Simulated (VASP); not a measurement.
Runs of VASP 6.6.1 on Be2C. The structure is that of space group Fm-3m (No. 225), or close to it. The cells are those of the table. 

```csv
level,potentials or basis,cell,gap on the mesh (eV),pressure (GPa)
LDA,"VASP PAW LDA potentials, release 64 (C, Be)","a = 3.062 Å, angles 60.0°, 3 atoms",1.27,-8.2
PBEsol,"VASP PAW PBE potentials, release 64 (C, Be)","a = 2.999 Å, angles 60.0°, 3 atoms",1.18,11.5
PBE,"VASP PAW PBE potentials, release 64 (C, Be)","a = 3.122 Å, angles 60.0°, 3 atoms",1.23,-10.6
LDA,"VASP PAW LDA potentials, release 64 (C, Be)","a = 3.041 Å, angles 60.0°, 3 atoms",1.28,-4.3
PBEsol,"VASP PAW PBE potentials, release 64 (C, Be)","a = 3.082 Å, angles 60.0°, 3 atoms",1.15,-5.9
PBEsol,"VASP PAW PBE potentials, release 64 (C, Be)","a = 3.041 Å, angles 60.0°, 3 atoms",1.17,(b)
PBE,"VASP PAW PBE potentials, release 64 (C, Be)","a = 2.999 Å, angles 60.0°, 3 atoms",1.28,13.9
LDA,"VASP PAW LDA potentials, release 64 (C, Be)","a = 3.102 Å, angles 60.0°, 3 atoms",1.25,-15.1
PBE,"VASP PAW PBE potentials, release 64 (C, Be)","a = 3.082 Å, angles 60.0°, 3 atoms",(a),-3.8
PBEsol,"VASP PAW PBE potentials, release 64 (C, Be)","a = 3.102 Å, angles 60.0°, 3 atoms",1.14,-9.4
```

Alike in all rows: task single point; no spin polarisation; k mesh 11 × 11 × 11; cutoff (eV) 600; smearing fermi-dirac 0.05 eV.

Q: Estimate the missing entries.

A: (a) 1.24; (b) 2.0.

Caveats: the PAW data sets were made with another functional, which shifts forces and pressure a little (some runs).

A k mesh can miss the band edges.
